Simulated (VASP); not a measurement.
Write the native input for VASP 6.6.1 that does the following.

```
Task                   : relaxation of cell and atoms
Functional             : LDA
Potentials or basis    : VASP PAW LDA potentials, release 64 (Re)
Cutoff                 : 600 eV
k mesh                 : 13 × 13 × 7
Occupations            : fermi-dirac, width 0.1 eV
Spin                   : no spin polarisation
Dipole correction      : no
Further INCAR settings : ALGO = Normal; EDIFF = 1e-06; IBRION = 2; EDIFFG = -0.01; NSW = 80; ISIF = 3
```

The structure of Re lies in POSCAR:

```
Re
1.0
    2.7607987292      0.0000000000      0.0000000000
   -1.3803993646      2.3909218342      0.0000000000
    0.0000000000      0.0000000000      4.4582000000
Re
2
Direct
    0.3333333333      0.6666666667      0.2500000000
    0.6666666667      0.3333333333      0.7500000000
```

One way to write it, as run:

INCAR

```
PREC     = Accurate       # precision mode
ENCUT    = 600            # plane-wave cutoff, eV
EDIFF    = 1E-6           # SCF threshold, eV
ISMEAR   = -1             # smearing method
SIGMA    = 0.1            # smearing width, eV
LREAL    = F              # projectors in reciprocal space
LASPH    = T              # aspherical terms in the spheres
NELM     = 60             # most SCF steps
ALGO     = Normal         # electronic algorithm
ISIF     = 3              # what is computed and relaxed
LWAVE    = F              # write WAVECAR
LCHARG   = F              # write CHGCAR
GGA      = CA             # functional
IBRION   = 2              # ionic algorithm
NSW      = 80             # ionic steps
EDIFFG   = -0.01          # ionic threshold
```

KPOINTS

```
regular mesh
0
Gamma
  13 13 7
```

Potentials or basis: VASP PAW LDA potentials, release 64 (Re).

Run with:

```bash
$ cat potpaw_LDA.64/Re/POTCAR > POTCAR
$ mpirun -np 1 vasp_std > vasp.out
```

It gave:

```yaml
Relaxed_volume: 14.39 Å³/atom
Relaxed_cell: a = 2.743 Å, b = 2.743 Å, c = 4.417 Å, α = 90.00°, β = 90.00°, γ = 120.00°
Space_group_after_relaxing_to_0.1_Å: P6_3/mmc (No. 194)
Energy_gained_by_relaxing: 9.0 meV/atom
Ionic_steps: 9
Pressure_after_relaxing: 0.0 GPa
Band_gap_on_the_k_mesh: zero (bands 7 and 8 overlap by 3.03 eV)
```

Caveat: spin-orbit coupling is left out, which moves the levels of the heavy elements.

It took 55 s on 1 thread of Intel(R) Xeon(R) 6975P-C (Granite Rapids), with other jobs on the host, peak memory 0.17 GiB.
